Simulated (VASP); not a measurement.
Wanted: the native input for a VASP 6.6.1 run.

```yaml
Task: single point
Functional: PBE
Dispersion: D3(BJ)
Potentials_or_basis: VASP PAW PBE potentials, release 64 (P)
Cutoff: 520 eV
k_mesh: 18 × 18 × 18
Occupations: gaussian, width 0.1 eV
Spin: no spin polarisation
Dipole_correction: no
Further_INCAR_settings: ALGO = Normal; EDIFF = 1e-06; NBANDS = 8
```

The structure of P lies in POSCAR:

```
P
1.0
    2.3327606350      0.0000000000      0.0000000000
    0.0000000000      2.3327606350      0.0000000000
    0.0000000000      0.0000000000      2.3328656256
P
1
Direct
    0.0000000000      0.0000000000      0.0000000000
```

This cell differs from its parent crystal: volume scaled by 0.91, then relaxed in part.

These files were run (other wordings do the same):

INCAR

```
SYSTEM = P
PREC = Accurate
ENCUT = 520
EDIFF = 1E-6
ISMEAR = 0
SIGMA = 0.1
LREAL = .FALSE.
LASPH = .TRUE.
NELM = 80
ALGO = Normal
ISIF = 2
LWAVE = .FALSE.
LCHARG = .FALSE.
GGA = PE
IVDW = 12
NBANDS = 8
```

KPOINTS

```
regular mesh
0
G
  18 18 18
  0 0 0
```

Potentials or basis: VASP PAW PBE potentials, release 64 (P).

Run with:

```sh
$ cat potpaw_PBE.64/P/POTCAR > POTCAR
$ mpirun -np 1 vasp_std > vasp.out
```

Results of the run:

| Quantity | Value |
| --- | --- |
| Pressure | 14.5 GPa |
| Dispersion energy per atom | -0.557 eV |

Caveat: pairwise dispersion overbinds metals, which lowers pressure and volume.

Run time: 33 s on 1 thread of Intel(R) Xeon(R) Platinum 8375C CPU @ 2.90GHz (Ice Lake), with other jobs on the host, peak memory 0.16 GiB.
